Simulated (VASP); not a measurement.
# Nb2Si2O (Cmmm) in VASP: notebook

Nb2Si2O is run at these levels: PBE; tasks: single point, relaxation of cell and atoms.

Everything below comes from runs of VASP 6.6.1. Logs are shortened: lines on timing, memory, paths and dates and some standing lists are left out, and cuts for length are marked.

### 1 The cell of the first run

Symmetry: Cmmm, No. 65, orthorhombic system. The conventional cell has a = 5.851 Å, b = 6.593 Å, c = 3.648 Å, α = 90.00°, β = 90.00°, γ = 90.00°. Within 3.0 Å of Nb (site symmetry 2/m) lie 2 O at 2.20 Å and 8 Si at 2.86 Å and 2 Nb at 2.93 Å. Si (site symmetry mmm) has 8 Nb at 2.86 Å and 6 Si at 2.93 to 3.65 Å and 8 O at 3.45 to 3.77 Å within 3.8 Å. Si (site symmetry mmm) has 2 O at 1.82 Å within 2.4 Å. O (site symmetry mmm) has 2 Si at 1.82 Å and 4 Nb at 2.20 Å within 2.4 Å.

The cell was built from a structure type or drawn by symmetry, and may not be a known phase.

### 2 Single point, PBE

File INCAR:

```
SYSTEM = Nb2Si2O
  ALGO = Normal
  EDIFF = 1E-6
  ENCUT = 520
  GGA = PE
  ISIF = 2
  ISMEAR = 0
  LASPH = .TRUE.
  LCHARG = .FALSE.
  LREAL = .FALSE.
  LWAVE = .FALSE.
  NBANDS = 28
  NELM = 60
  PREC = Accurate
  SIGMA = 0.1
```

File KPOINTS:

```
k-points
0
G
  4 4 4
  0 0 0
```

File POSCAR:

```
Nb2Si2O
1.0
    2.9254980573     -3.2964418021      0.0000000000
    2.9254980573      3.2964418021      0.0000000000
    0.0000000000      0.0000000000      3.6480069587
Nb Si O
2 2 1
Direct
    0.0000000000      0.5000000000      0.0000000000
    0.5000000000      0.0000000000      0.0000000000
    0.0000000000      0.0000000000      0.5000000000
    0.5000000000      0.5000000000      0.5000000000
    0.5000000000      0.5000000000      0.0000000000
```

Potentials or basis: VASP PAW PBE potentials, release 64 (Nb_sv, Si, O).

Command:

```sh
$ cat potpaw_PBE.64/Nb_sv/POTCAR potpaw_PBE.64/Si/POTCAR potpaw_PBE.64/O/POTCAR > POTCAR
$ mpirun -np 1 vasp_std > vasp.out
```

OUTCAR:

```text
SYSTEM = Nb2Si2O
   EDIFF = 1E-6
   ENCUT = 520
   GGA = PE
   ISIF = 2
   ISMEAR = 0
   LASPH = .TRUE.
   LREAL = .FALSE.
   NELM = 60
   PREC = Accurate

 ion  position               nearest neighbor table
   1  0.000  0.500  0.000-   5 2.20   5 2.20   3 2.86   3 2.86   4 2.86   3 2.86   3 2.86   4 2.86
                             4 2.86   4 2.86   2 2.93   2 2.93
   2  0.500  0.000  0.000-   5 2.20   5 2.20   3 2.86   3 2.86   4 2.86   4 2.86   4 2.86   4 2.86
                             3 2.86   3 2.86   1 2.93   1 2.93
   3  0.000  0.000  0.500-   1 2.86   2 2.86   1 2.86   2 2.86   1 2.86   1 2.86   2 2.86   2 2.86
                             4 2.93   4 2.93
   4  0.500  0.500  0.500-   5 1.82   5 1.82   1 2.86   1 2.86   2 2.86   2 2.86   2 2.86   2 2.86
                             1 2.86   1 2.86   3 2.93   3 2.93
   5  0.500  0.500  0.000-   4 1.82   4 1.82   1 2.20   2 2.20   2 2.20   1 2.20

  LATTYP: Found a base centered orthorhombic cell.
 ALAT       =     5.8509961146
 B/A-ratio  =     1.1267967838
 C/A-ratio  =     0.6234847686

  Lattice vectors:

 A1 = (   2.9254980573,  -3.2964418021,   0.0000000000)
 A2 = (   2.9254980573,   3.2964418021,   0.0000000000)
 A3 = (   0.0000000000,   0.0000000000,   3.6480069587)

Analysis of symmetry for initial positions (statically):
=====================================================================
 Subroutine PRICEL returns:
 Original cell was already a primitive cell.

 Routine SETGRP: Setting up the symmetry group for a
 base centered orthorhombic supercell.

 Subroutine GETGRP returns: Found  8 space group operations
 (whereof  8 operations were pure point group operations)
 out of a pool of  8 trial point group operations.

The static configuration has the point symmetry D_2h.

Analysis of symmetry for dynamics (positions and initial velocities):
=====================================================================
 Subroutine PRICEL returns:
 Original cell was already a primitive cell.

 Routine SETGRP: Setting up the symmetry group for a
 base centered orthorhombic supercell.

 Subroutine GETGRP returns: Found  8 space group operations
 (whereof  8 operations were pure point group operations)
 out of a pool of  8 trial point group operations.

The dynamic configuration has the point symmetry D_2h.

 Subroutine INISYM returns: Found  8 space group operations
 (whereof  8 operations are pure point group operations),
 and found     1 'primitive' translations

----------------------------------------------------------------------------------------

                                     Primitive cell

  volume of cell :      70.3608

  direct lattice vectors                    reciprocal lattice vectors
     2.925498057 -3.296441802  0.000000000     0.170911069 -0.151678698  0.000000000
     2.925498057  3.296441802  0.000000000     0.170911069  0.151678698  0.000000000
     0.000000000  0.000000000  3.648006959     0.000000000  0.000000000  0.274122284

  length of vectors
     4.407387825  4.407387825  3.648006959     0.228510439  0.228510439  0.274122284

  position of ions in fractional coordinates (direct lattice)
     0.000000000  0.500000000  0.000000000
     0.500000000  0.000000000  0.000000000
     0.000000000  0.000000000  0.500000000
     0.500000000  0.500000000  0.500000000
     0.500000000  0.500000000  0.000000000

  ion indices of the primitive-cell ions
   primitive index   ion index
                 1           1
                 2           2
                 3           3
                 4           4
                 5           5

----------------------------------------------------------------------------------------

 KPOINTS: k-points

Automatic generation of k-mesh.
 Grid dimensions read from file:
 generate k-points for:    4    4    4

 Generating k-lattice:

  Cartesian coordinates                     Fractional coordinates (reciprocal lattice)
     0.042727767 -0.037919674  0.000000000     0.250000000  0.000000000  0.000000000
     0.042727767  0.037919674  0.000000000     0.000000000  0.250000000  0.000000000
     0.000000000  0.000000000  0.068530571     0.000000000  0.000000000  0.250000000

  Length of vectors
     0.057127610  0.057127610  0.068530571

  Shift w.r.t. Gamma in fractional coordinates (k-lattice)
     0.000000000  0.000000000  0.000000000

 Subroutine IBZKPT returns following result:
 ===========================================

 Found     21 irreducible k-points:

 Following reciprocal coordinates:
            Coordinates               Weight
  0.000000  0.000000  0.000000      1.000000
  0.250000  0.000000  0.000000      4.000000
  0.500000  0.000000  0.000000      2.000000
  0.250000  0.250000  0.000000      2.000000
  0.500000  0.250000  0.000000      4.000000
 -0.250000  0.250000  0.000000      2.000000
[... 13 lines left out ...]
 -0.250000  0.250000  0.500000      2.000000
  0.500000  0.500000  0.500000      1.000000
   k-points           NKPTS =     21   k-points in BZ     NKDIM =     21   number of bands    NBANDS=     28
   number of dos      NEDOS =    301   number of ions     NIONS =      5
   total plane-waves  NPLWV =  36288
   dimension x,y,z NGX =    36 NGY =   36 NGZ =   28
   dimension x,y,z NGXF=    72 NGYF=   72 NGZF=   56
   ions per type =               2   2   1
   NGX,Y,Z   is equivalent  to a cutoff of  13.58, 13.58, 12.76 a.u.
   NGXF,Y,Z  is equivalent  to a cutoff of  27.16, 27.16, 25.52 a.u.
 SYSTEM =  Nb2Si2O
   PREC   = accura    normal or accurate (medium, high low for compatibility)
   ISTART =      0    job   : 0-new  1-cont  2-samecut
   ICHARG =      2    charge: 1-file 2-atom 10-const
   ISPIN  =      1    spin polarized calculation?
   LNONCOLLINEAR =      F non collinear calculations
   LSORBIT =      F    spin-orbit coupling
   LASPH  =      T    aspherical Exc in radial PAW
   ENCUT  =  520.0 eV  38.22 Ry    6.18 a.u.   8.19  8.19  6.78*2*pi/ulx,y,z
   NELM   =     60;   NELMIN=  2; NELMDL= -5     # of ELM steps
   EDIFF  = 0.1E-05   stopping-criterion for ELM
   LREAL  =      F    real-space projection
   EDIFFG = 0.1E-04   stopping-criterion for IOM
   NSW    =      0    number of steps for IOM
   IBRION =     -1    ionic relax: 0-MD 1-quasi-New 2-CG
   NFREE  =      0    steps in history (QN), initial steepest desc. (CG)
   ISIF   =      2    stress and relaxation
   ISYM   =      2    0-nonsym 1-usesym 2-fastsym
   POTIM  = 0.5000    time-step for ionic-motion
   TEBEG  =    0.0;   TEEND  =   0.0 temperature during run
   PSTRESS=    0.0 pullay stress
   NELECT =      40.0000    total number of electrons
   NUPDOWN=      -1.0000    fix difference up-down
   EMIN   =  10.00;   EMAX   =-10.00  energy-range for DOS
   EFERMI =   0.00;   METHOD = LEGACY
   ISMEAR =     0;   SIGMA  =   0.10  broadening in eV -4-tet -1-fermi 0-gaus
   EFERMI_NEDOS =   21; number of points for ismear=-14 and -15
   IALGO  =     38    algorithm
   IMIX   =      4    mixing-type and parameters
     AMIX     =   0.40;   BMIX     =  1.00
     AMIX_MAG =   1.60;   BMIX_MAG =  1.00
  volume/ion in A,a.u.               =      14.07        94.96
  Fermi-wavevector in a.u.,A,eV,Ry     =   1.356182  2.562812 25.024226  1.839229
  Thomas-Fermi vector in A             =   2.483206
   LORBIT       =      0    0 simple, 1 ext, 2 COOP (PROOUT), +10 PAW based schemes
   GGA     = PE    functional components
   LHFCALC =     F    Hartree Fock is set to
   AEXX    =    0.0000 exact exchange contribution
   IVDW    =     0    specifies the selected vdW correction
   LEPSILON=     F    determine dielectric tensor
   LRPA    =     F    only Hartree local field effects (RPA)
 non-spin polarized calculation
 Gauss-broadening in eV      SIGMA  =   0.10
  energy-cutoff  :      520.00
  volume of cell :       70.36
 maximum number of plane-waves:      1908
 NGX is ok and might be reduce to    36
   NGX = 17   NGY = 17   NGZ = 13

 number of electron      39.9999999 magnetization

 Free energy of the ion-electron system (eV)
  ---------------------------------------------------
  ext. energy  EPLUGINS =         0.00000000
  ---------------------------------------------------
  free energy    TOTEN  =       -37.96540448 eV

  energy without entropy =      -37.95408869  energy(sigma->0) =      -37.95974659

 E-fermi :  11.2531     XC(G=0): -12.0211

 val. band max:       11.2329688943   @ k =   0.5000   0.0000   0.0000
 cond. band min:      11.2650962495   @ k =   0.5000   0.5000   0.5000
 fundamental gap:      0.0321273552
 Fermi energy:        11.2531117159

 k-point     1 :       0.0000    0.0000    0.0000
  band No.  band energies     occupation
      1     -44.1818      2.00000
      2     -44.0735      2.00000
      3     -20.7745      2.00000
      4     -20.5066      2.00000
      5     -20.1886      2.00000
      6     -20.1315      2.00000
[... 20 lines left out ...]
     27      13.4679      0.00000
     28      14.5388      0.00000

 k-point     2 :       0.2500    0.0000    0.0000
  band No.  band energies     occupation
      1     -44.1658      2.00000
      2     -44.0892      2.00000
      3     -20.7246      2.00000
      4     -20.5293      2.00000
      5     -20.1700      2.00000
      6     -20.1403      2.00000
[... 20 lines left out ...]
     27      14.2032      0.00000
     28      14.4706      0.00000

 k-point     3 :       0.5000    0.0000    0.0000
  band No.  band energies     occupation
      1     -44.1277      2.00000
      2     -44.1270      2.00000
      3     -20.6733      2.00000
      4     -20.5456      2.00000
      5     -20.1269      2.00000
      6     -20.1249      2.00000
[... 20 lines left out ...]
     27      14.1732      0.00000
     28      15.5256      0.00000

 k-point     4 :       0.2500    0.2500    0.0000
  band No.  band energies     occupation
      1     -44.1385      2.00000
      2     -44.1161      2.00000
      3     -20.7759      2.00000
      4     -20.4527      2.00000
      5     -20.1467      2.00000
      6     -20.1414      2.00000
[... 485 lines left out ...]
     27      14.5857      0.00000
     28      15.3138      0.00000

 k-point    20 :      -0.2500    0.2500    0.5000
  band No.  band energies     occupation
      1     -44.1647      2.00000
      2     -44.0793      2.00000
      3     -20.9164      2.00000
      4     -20.3577      2.00000
      5     -20.2763      2.00000
      6     -20.2516      2.00000
[... 20 lines left out ...]
     27      14.5996      0.00000
     28      15.4610      0.00000

 k-point    21 :       0.5000    0.5000    0.5000
  band No.  band energies     occupation
      1     -44.1531      2.00000
      2     -44.0899      2.00000
      3     -21.0847      2.00000
      4     -20.3515      2.00000
      5     -20.2526      2.00000
      6     -20.2225      2.00000
[... 20 lines left out ...]
     27      14.6753      0.00000
     28      15.5448      0.00000

------------------------ aborting loop because EDIFF is reached ----------------------------------------

  FORCE on cell =-STRESS in cart. coord.  units (eV):
  Direction    XX          YY          ZZ          XY          YZ          ZX
  --------------------------------------------------------------------------------------
  -------------------------------------------------------------------------------------
  Total       -0.0795839     -0.0481694      0.0168990      0.0000000      0.0000000      0.0000000
  in kB       -1.8121951     -1.0968600      0.3848061      0.0000000      0.0000000      0.0000000
  external PRESSURE =      -0.8414163 kB  Pullay stress =       0.0000000 kB

 VOLUME and BASIS-vectors are now :
 -----------------------------------------------------------------------------
  energy-cutoff  :      520.00
  volume of cell :       70.36
      direct lattice vectors                 reciprocal lattice vectors
     2.925498057 -3.296441802  0.000000000     0.170911069 -0.151678698  0.000000000
     2.925498057  3.296441802  0.000000000     0.170911069  0.151678698  0.000000000
     0.000000000  0.000000000  3.648006959     0.000000000  0.000000000  0.274122284

 POSITION                                       TOTAL-FORCE (eV/Angst)
 -----------------------------------------------------------------------------------
      1.46275      1.64822      0.00000         0.000000     -0.000000      0.000000
      1.46275     -1.64822      0.00000        -0.000000     -0.000000      0.000000
      0.00000      0.00000      1.82400         0.000000      0.000000      0.000000
      2.92550      0.00000      1.82400        -0.000000      0.000000      0.000000
      2.92550      0.00000      0.00000         0.000000      0.000000      0.000000
 -----------------------------------------------------------------------------------
    total drift:                                0.000000     -0.000000     -0.000000

  FREE ENERGIE OF THE ION-ELECTRON SYSTEM (eV)
  ---------------------------------------------------
  free  energy   TOTEN  =       -37.9654044805 eV

  energy  without entropy=      -37.9540886897  energy(sigma->0) =      -37.95974659
```

Wall time 30 s (1 thread of AMD EPYC 9R45 (Zen 5), shared host); peak memory 0.17 GiB.

Results:

```yaml
Free_energy: -37.9654 eV
Pressure: -0.1 GPa
Band_gap_on_the_k_mesh: zero (bands 20 and 21 overlap by 0.88 eV)
```

Caveat: the k points lie up to 0.43 Å⁻¹ apart, too coarse for converged energies and pressures of a metal.

(Continued in part 2 of 2.)
